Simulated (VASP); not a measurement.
# Sr (I4/mmm) in VASP: notebook, part 2 of 2

VASP 6.6.1. The steps go on from the part before.

### Step 4. Single point, PBEsol (strain +0.1500 x Voigt [0, 1, 0, 0, 0, 0])

Input file INCAR:

```
SYSTEM = Sr
ALGO     = Fast           ! electronic algorithm
EDIFF    = 1E-6           ! SCF threshold, eV
ENCUT    = 520            ! plane-wave cutoff, eV
GGA      = PS             ! functional
ISIF     = 2              ! what is computed and relaxed
ISMEAR   = 0              ! smearing method
LASPH    = .TRUE.         ! aspherical terms in the spheres
LCHARG   = .FALSE.        ! write CHGCAR
LREAL    = .FALSE.        ! projectors in reciprocal space
LWAVE    = .FALSE.        ! write WAVECAR
NBANDS   = 11             ! bands
NELM     = 100            ! most SCF steps
PREC     = Accurate       ! precision mode
SIGMA    = 0.15           ! smearing width, eV
```

Input file KPOINTS:

```
k-points
0
G
  14 14 14
  0 0 0
```

Input file POSCAR:

```
Sr
1.0
   -2.4250000000      2.7887500000      2.4250000000
    2.4250000000     -2.7887500000      2.4250000000
    2.4250000000      2.7887500000     -2.4250000000
Sr
1
Direct
    0.0000000000      0.0000000000      0.0000000000
```

Potentials or basis: VASP PAW PBE potentials, release 64 (Sr_sv).

The run is started by

```bash
> cat potpaw_PBE.64/Sr_sv/POTCAR > POTCAR
> mpirun -np 1 vasp_std > vasp.out
```

OUTCAR:

```text
SYSTEM = Sr
   EDIFF = 1E-6
   ENCUT = 520
   GGA = PS
   ISIF = 2
   ISMEAR = 0
   LASPH = .TRUE.
   LREAL = .FALSE.
   NELM = 100
   PREC = Accurate

 ion  position               nearest neighbor table
   1  0.000  0.000  0.000-

  LATTYP: Found a body centered tetragonal cell.
 ALAT       =     4.8500000000
 C/A-ratio  =     1.1500000000

  Lattice vectors:

 A1 = (  -2.4250000000,  -2.7887500000,   2.4250000000)
 A2 = (   2.4250000000,  -2.7887500000,  -2.4250000000)
 A3 = (   2.4250000000,   2.7887500000,   2.4250000000)

Analysis of symmetry for initial positions (statically):
=====================================================================
 Subroutine PRICEL returns:
 Original cell was already a primitive cell.

 Routine SETGRP: Setting up the symmetry group for a
 body centered tetragonal supercell.

 Subroutine GETGRP returns: Found 16 space group operations
 (whereof 16 operations were pure point group operations)
 out of a pool of 16 trial point group operations.

The static configuration has the point symmetry D_4h.

Analysis of symmetry for dynamics (positions and initial velocities):
=====================================================================
 Subroutine PRICEL returns:
 Original cell was already a primitive cell.

 Routine SETGRP: Setting up the symmetry group for a
 body centered tetragonal supercell.

 Subroutine GETGRP returns: Found 16 space group operations
 (whereof 16 operations were pure point group operations)
 out of a pool of 16 trial point group operations.

The dynamic configuration has the point symmetry D_4h.

 Subroutine INISYM returns: Found 16 space group operations
 (whereof 16 operations are pure point group operations),
 and found     1 'primitive' translations

----------------------------------------------------------------------------------------

                                     Primitive cell

  volume of cell :      65.5984

  direct lattice vectors                    reciprocal lattice vectors
    -2.425000000  2.788750000  2.425000000     0.000000000  0.179291797  0.206185567
     2.425000000 -2.788750000  2.425000000     0.206185567  0.000000000  0.206185567
     2.425000000  2.788750000 -2.425000000     0.206185567  0.179291797  0.000000000

  length of vectors
     4.420223587  4.420223587  4.420223587     0.273236229  0.291590425  0.273236229

  position of ions in fractional coordinates (direct lattice)
     0.000000000  0.000000000  0.000000000

  ion indices of the primitive-cell ions
   primitive index   ion index
                 1           1

----------------------------------------------------------------------------------------

 KPOINTS: k-points

Automatic generation of k-mesh.
 Grid dimensions read from file:
 generate k-points for:   14   14   14

 Generating k-lattice:

  Cartesian coordinates                     Fractional coordinates (reciprocal lattice)
     0.000000000  0.012806557  0.014727541     0.071428571  0.000000000  0.000000000
     0.014727541  0.000000000  0.014727541     0.000000000  0.071428571  0.000000000
     0.014727541  0.012806557  0.000000000     0.000000000  0.000000000  0.071428571

  Length of vectors
     0.019516873  0.020827888  0.019516873

  Shift w.r.t. Gamma in fractional coordinates (k-lattice)
     0.000000000  0.000000000  0.000000000

 Subroutine IBZKPT returns following result:
 ===========================================

 Found    244 irreducible k-points:

 Following reciprocal coordinates:
            Coordinates               Weight
  0.000000  0.000000  0.000000      1.000000
  0.071429  0.000000  0.000000      8.000000
  0.142857  0.000000  0.000000      8.000000
  0.214286  0.000000  0.000000      8.000000
  0.285714  0.000000  0.000000      8.000000
  0.357143  0.000000  0.000000      8.000000
[... 16 lines left out ...]
  0.071429  0.142857  0.000000     16.000000
  0.142857  0.142857  0.000000     16.000000
 [... further k-points ...]
   k-points           NKPTS =    244   k-points in BZ     NKDIM =    244   number of bands    NBANDS=     11
   number of dos      NEDOS =    301   number of ions     NIONS =      1
   total plane-waves  NPLWV =  46656
   dimension x,y,z NGX =    36 NGY =   36 NGZ =   36
   dimension x,y,z NGXF=    72 NGYF=   72 NGZF=   72
   ions per type =               1
   NGX,Y,Z   is equivalent  to a cutoff of  13.54, 13.54, 13.54 a.u.
   NGXF,Y,Z  is equivalent  to a cutoff of  27.08, 27.08, 27.08 a.u.
 SYSTEM =  Sr
   PREC   = accura    normal or accurate (medium, high low for compatibility)
   ISTART =      0    job   : 0-new  1-cont  2-samecut
   ICHARG =      2    charge: 1-file 2-atom 10-const
   ISPIN  =      1    spin polarized calculation?
   LNONCOLLINEAR =      F non collinear calculations
   LSORBIT =      F    spin-orbit coupling
   LASPH  =      T    aspherical Exc in radial PAW
   ENCUT  =  520.0 eV  38.22 Ry    6.18 a.u.   8.22  8.22  8.22*2*pi/ulx,y,z
   NELM   =    100;   NELMIN=  2; NELMDL= -5     # of ELM steps
   EDIFF  = 0.1E-05   stopping-criterion for ELM
   LREAL  =      F    real-space projection
   EDIFFG = 0.1E-04   stopping-criterion for IOM
   NSW    =      0    number of steps for IOM
   IBRION =     -1    ionic relax: 0-MD 1-quasi-New 2-CG
   NFREE  =      0    steps in history (QN), initial steepest desc. (CG)
   ISIF   =      2    stress and relaxation
   ISYM   =      2    0-nonsym 1-usesym 2-fastsym
   POTIM  = 0.5000    time-step for ionic-motion
   TEBEG  =    0.0;   TEEND  =   0.0 temperature during run
   PSTRESS=    0.0 pullay stress
   NELECT =      10.0000    total number of electrons
   NUPDOWN=      -1.0000    fix difference up-down
   EMIN   =  10.00;   EMAX   =-10.00  energy-range for DOS
   EFERMI =   0.00;   METHOD = LEGACY
   ISMEAR =     0;   SIGMA  =   0.15  broadening in eV -4-tet -1-fermi 0-gaus
   EFERMI_NEDOS =   21; number of points for ismear=-14 and -15
   IALGO  =     68    algorithm
   IMIX   =      4    mixing-type and parameters
     AMIX     =   0.40;   BMIX     =  1.00
     AMIX_MAG =   1.60;   BMIX_MAG =  1.00
  volume/ion in A,a.u.               =      65.60       442.68
  Fermi-wavevector in a.u.,A,eV,Ry     =   0.874535  1.652631 10.405889  0.764811
  Thomas-Fermi vector in A             =   1.994079
   LORBIT       =      0    0 simple, 1 ext, 2 COOP (PROOUT), +10 PAW based schemes
   GGA     = PS    functional components
   LHFCALC =     F    Hartree Fock is set to
   AEXX    =    0.0000 exact exchange contribution
   IVDW    =     0    specifies the selected vdW correction
   LEPSILON=     F    determine dielectric tensor
   LRPA    =     F    only Hartree local field effects (RPA)
 non-spin polarized calculation
 RMM-DIIS sequential band-by-band and
 Gauss-broadening in eV      SIGMA  =   0.15
  energy-cutoff  :      520.00
  volume of cell :       65.60
 maximum number of plane-waves:      1798
 NGX is ok and might be reduce to    36
   NGX = 17   NGY = 17   NGZ = 17

 number of electron      10.0000000 magnetization

 Free energy of the ion-electron system (eV)
  ---------------------------------------------------
  ext. energy  EPLUGINS =         0.00000000
  ---------------------------------------------------
  free energy    TOTEN  =        -1.73933725 eV

  energy without entropy =       -1.72265024  energy(sigma->0) =       -1.73099375

 E-fermi :   0.9453     XC(G=0):  -6.9076

 val. band max:        0.9434994567   @ k =  -0.4286   0.5000   0.2857
 cond. band min:       0.9456270272   @ k =  -0.3571   0.4286   0.3571
 fundamental gap:      0.0021275705
 Fermi energy:         0.9453465812

 k-point     1 :       0.0000    0.0000    0.0000
  band No.  band energies     occupation
      1     -35.9650      2.00000
      2     -17.8839      2.00000
      3     -17.8839      2.00000
      4     -17.8790      2.00000
      5      -2.4318      2.00000
      6       2.9532      0.00000
      7       2.9532      0.00000
      8       3.5612      0.00000
      9       3.7543      0.00000
     10       4.5537      0.00000
     11       7.8430      0.00000
[... 309 lines left out ...]
 k-point    24 :       0.1429    0.1429    0.0000
  band No.  band energies     occupation
      1     -35.9617      2.00000
      2     -17.9332      2.00000
      3     -17.8965      2.00000
      4     -17.8897      2.00000
      5      -1.5404      2.00000
      6       2.2303      0.00000
      7       2.6689      0.00000
      8       3.6825      0.00000
      9       3.9026      0.00000
     10       4.5241      0.00000
     11       7.5603      0.00000

 [... further k-points ...]

------------------------ aborting loop because EDIFF is reached ----------------------------------------

  FORCE on cell =-STRESS in cart. coord.  units (eV):
  Direction    XX          YY          ZZ          XY          YZ          ZX
  --------------------------------------------------------------------------------------
  -------------------------------------------------------------------------------------
  Total       -0.8253429     -0.7492025     -0.8253429      0.0000000      0.0000000      0.0000000
  in kB      -20.1582094    -18.2985525    -20.1582094      0.0000000      0.0000000      0.0000000
  external PRESSURE =     -19.5383237 kB  Pullay stress =       0.0000000 kB

 VOLUME and BASIS-vectors are now :
 -----------------------------------------------------------------------------
  energy-cutoff  :      520.00
  volume of cell :       65.60
      direct lattice vectors                 reciprocal lattice vectors
    -2.425000000  2.788750000  2.425000000     0.000000000  0.179291797  0.206185567
     2.425000000 -2.788750000  2.425000000     0.206185567  0.000000000  0.206185567
     2.425000000  2.788750000 -2.425000000     0.206185567  0.179291797  0.000000000

 POSITION                                       TOTAL-FORCE (eV/Angst)
 -----------------------------------------------------------------------------------
      0.00000      0.00000      0.00000         0.000000      0.000000     -0.000000
 -----------------------------------------------------------------------------------
    total drift:                               -0.000000      0.000000      0.000000

  FREE ENERGIE OF THE ION-ELECTRON SYSTEM (eV)
  ---------------------------------------------------
  free  energy   TOTEN  =        -1.7393372481 eV

  energy  without entropy=       -1.7226502432  energy(sigma->0) =       -1.73099375
```

Wall time 63 s (1 thread of Intel Xeon 6975P-C (Granite Rapids), shared host); peak memory 0.33 GiB.

Results:

```
Free energy            : -1.7393 eV
Pressure               : -2.0 GPa
Band gap on the k mesh : zero (bands 5 and 6 overlap by 0.21 eV)
```

Caveat: the cell differs from its parent crystal (strain +0.1500 x Voigt [0, 1, 0, 0, 0, 0]); the PAW data sets were made with another functional, which shifts forces and pressure a little.

### Step 5. Overview

```tsv
cell	gap on the mesh (eV)	pressure (GPa)
a = 4.363 Å, angles 112.5, 103.6, 112.5°, 1 atom	none	-1.8
a = 4.392 Å, angles 113.0, 102.7, 113.0°, 1 atom	none	-1.9
a = 4.420 Å, angles 113.5, 101.8, 113.5°, 1 atom	none	-2.0
```

Alike in all rows: task single point; level PBEsol; potentials or basis VASP PAW PBE potentials, release 64 (Sr_sv); no spin polarisation; k mesh 14 × 14 × 14; cutoff (eV) 520; smearing gaussian 0.15 eV.

Caveats: the PAW data sets were made with another functional, which shifts forces and pressure a little.

Absolute energies hang on the potentials; compare differences alone.
